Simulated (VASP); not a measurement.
GaP:

```
Ga P
1.0
     1.94302    1.12180    6.43081
    -1.94302    1.12180    6.43081
     0.00000   -2.24360    6.43081
Ga P
2 2
Direct
  0.56463 0.56463 0.56463
  0.43537 0.43537 0.43537
  0.94261 0.94261 0.94261
  0.05739 0.05739 0.05739
```

Base run:

* Program: VASP 6.6.1
* Functional: PBEsol
* Potentials or basis: VASP PAW PBE potentials, release 64 (Ga_d, P)
* Cutoff: 520 eV
* k mesh: 8 × 8 × 8
* Occupations: fermi-dirac, width 0.05 eV
* Spin: no spin polarisation

Its results: band gap on the k mesh 0.74 eV, indirect (least direct gap 1.03 eV); pressure -2.9 GPa; largest force 0.086 eV/Å.

Task: The run is repeated on the same cell with these changes: functional from PBEsol to LDA; potentials or basis from VASP PAW PBE potentials, release 64 (Ga_d, P) to VASP PAW LDA potentials, release 64 (Ga_d, P). What comes out?

Result: Band gap on the k mesh 0.72 eV, indirect (least direct gap 0.97 eV); pressure -4.7 GPa; largest force 0.089 eV/Å.

Caveats: the PAW data sets were made with another functional, which shifts forces and pressure a little (some runs).

A k mesh can miss the band edges.
